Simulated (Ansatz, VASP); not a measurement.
# Al: VASP beside Ansatz

INCAR

```
PREC     = Accurate       # precision mode
ENCUT    = 520            # plane-wave cutoff, eV
EDIFF    = 1E-8           # SCF threshold, eV
ISMEAR   = -1             # smearing method
SIGMA    = 0.03           # smearing width, eV
LREAL    = False          # projectors in reciprocal space
LASPH    = True           # aspherical terms in the spheres
NELM     = 100            # most SCF steps
ALGO     = Normal         # electronic algorithm
ISIF     = 2              # what is computed and relaxed
LWAVE    = False          # write WAVECAR
LCHARG   = False          # write CHGCAR
GGA      = CA             # functional
LEFG     = True         
NBANDS   = 8              # bands
```

KPOINTS

```
Automatic mesh
0
Gamma
  17 17 17
```

File POSCAR:

```
Al
1.0
    0.0000000000      2.0103958323      2.0103958323
    2.0103958323      0.0000000000      2.0103958323
    2.0103958323      2.0103958323      0.0000000000
Al
1
Direct
    0.0000000000      0.0000000000      0.0000000000
```

Input for Ansatz:

```yaml
crystal:
  lattice:
    - [0.0, 2.0103958323, 2.0103958323]
    - [2.0103958323, 0.0, 2.0103958323]
    - [2.0103958323, 2.0103958323, 0.0]
  atoms:
    - { symbol: Al, position: [0.0, 0.0, 0.0] }
kpoints:
  mp_grid: { grid: [17, 17, 17] }
scf:
  occupations: { method: fermi_dirac, width: 0.03 }
hamiltonian:
  xc: lda
  pseudopotentials: { kind: all_electron, datasets: crystal }
output:
  forces: true
  stress: true
  eigenvalues: true
  efg: { contact_densities: true }
```

Change from the starting cell: volume scaled by 0.98, crystal datasets.

Alike in both runs: task electric field gradients; functional LDA; k mesh 17 × 17 × 17; occupations fermi-dirac, width 0.03 eV; no spin polarisation.

```csv
,VASP,Ansatz
version,VASP 6.6.1,Ansatz 0.2.0
potentials or method,"VASP PAW LDA potentials, release 64 (Al), cutoff 520 eV","all-electron PAW with datasets made for the crystal, scalar-relativistic"
```

```tsv
	VASP	Ansatz	Ansatz less VASP
pressure (GPa)	-2.2	-2.2	-0.05
```

LDA's correlation is that of Perdew and Zunger in VASP and of Perdew and Wang (1992) in Ansatz. Ansatz ran all-electron here, and VASP with PAW potentials.
